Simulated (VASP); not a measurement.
Set up this calculation in VASP 6.6.1, as the native input.

| Quantity | Value |
| --- | --- |
| Task | single point |
| Functional | PBE |
| Potentials or basis | VASP PAW PBE potentials, release 64 (Gd, O) |
| Cutoff | 520 eV |
| k mesh | 7 × 7 × 7 |
| Occupations | fermi-dirac, width 0.05 eV |
| Spin | collinear spin, ferromagnetic start |
| Starting moments | [8.8, 0.0] μB |
| Fixed moment | 8.8 μB |
| Dipole correction | no |
| Further INCAR settings | ALGO = Normal; EDIFF = 1e-07; NBANDS = 23 |

The structure of GdO lies in POSCAR:

```
GdO
1.0
    0.0000000000      2.7000000000      2.7000000000
    2.7000000000      0.0000000000      2.7000000000
    2.7000000000      2.7000000000      0.0000000000
Gd O
1 1
Direct
    0.0000000000      0.0000000000      0.0000000000
    0.7500000000      0.7500000000      0.7500000000
```

These files were run (other wordings do the same):

INCAR

```
  PREC = Accurate
  ENCUT = 520
  EDIFF = 1E-7
  ISMEAR = -1
  SIGMA = 0.05
  LREAL = False
  LASPH = True
  NELM = 150
  ALGO = Normal
  ISIF = 2
  LWAVE = False
  LCHARG = False
  ISPIN = 2
  MAGMOM = 8.8 0
  LORBIT = 11
  NUPDOWN = 8.8
  LMAXMIX = 6
  GGA = PE
  NBANDS = 23
```

KPOINTS

```
Automatic mesh
0
Gamma
  7 7 7
```

Potentials or basis: VASP PAW PBE potentials, release 64 (Gd, O).

The run is started by

```bash
$ cat potpaw_PBE.64/Gd/POTCAR potpaw_PBE.64/O/POTCAR > POTCAR
$ mpirun -np 1 vasp_std > vasp.out
```

Results of the run:

The pressure is 4.0 GPa. The net moment is 8.80 μB per cell. The site moments are Gd +7.17; O +0.41 μB and the valence electrons inside the program's atomic spheres are Gd 15.19; O 4.96.

Caveat: the cell stands under pressure; the total moment is fixed, so each spin has its own Fermi level and the state may be an excited one; a cell with one magnetic atom can't hold antiferromagnetic order, which such compounds often take.

Run time: 27 s on 1 thread of Intel(R) Xeon(R) 6975P-C (Granite Rapids), on a shared host, peak memory 0.19 GiB.
